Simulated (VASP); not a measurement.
## Pd: single point with r2SCAN0

Pd:

```
CELL_PARAMETERS angstrom
-1.57228 1.57228 1.57228
1.57228 -1.57228 1.57228
1.57228 1.57228 -1.57228
ATOMIC_POSITIONS crystal
Pd 0.00000 0.00000 0.00000
```

This isn't the form of Pd at room conditions, which is fcc.

```yaml
Program: VASP 6.6.1
Task: single point
Functional: r2SCAN0
Potentials_or_basis: VASP PAW PBE potentials, release 64 (Pd)
Cutoff: 520 eV
k_mesh: 6 × 6 × 6
Occupations: fermi-dirac, width 0.05 eV
Spin: no spin polarisation
Dipole_correction: no
Grid_for_exact_exchange_PRECFOCK: Normal
Further_INCAR_settings: ALGO = Normal; EDIFF = 1e-07; NBANDS = 11
Share_of_exact_exchange: 0.25
```

```json
{
  "Pressure": "-8.6 GPa",
  "Band gap on the k mesh": "zero (bands 5 and 6 overlap by 2.92 eV)"
}
```

Levels at points of the mesh, in eV from the Fermi level:
```csv
k point,band 3,band 4,band 5,band 6,band 7,band 8
"(0.00, 0.00, 0.00)",-3.67,-3.67,-1.90,-1.90,22.00,22.00
"(0.50, 0.00, 0.00)",-1.85,-1.57,1.01,2.82,9.66,17.53
"(0.50, 0.50, 0.50)",0.66,0.66,0.66,11.26,11.26,11.26
```

Wall time 4.8 min on 1 thread of Intel(R) Xeon(R) Platinum 8488C (Sapphire Rapids), with other jobs on the host, peak memory 0.14 GiB.

Caveat: the k points lie up to 0.47 Å⁻¹ apart, too coarse for converged energies and pressures of a metal; the PAW data sets were made with another functional, which shifts forces and pressure a little.
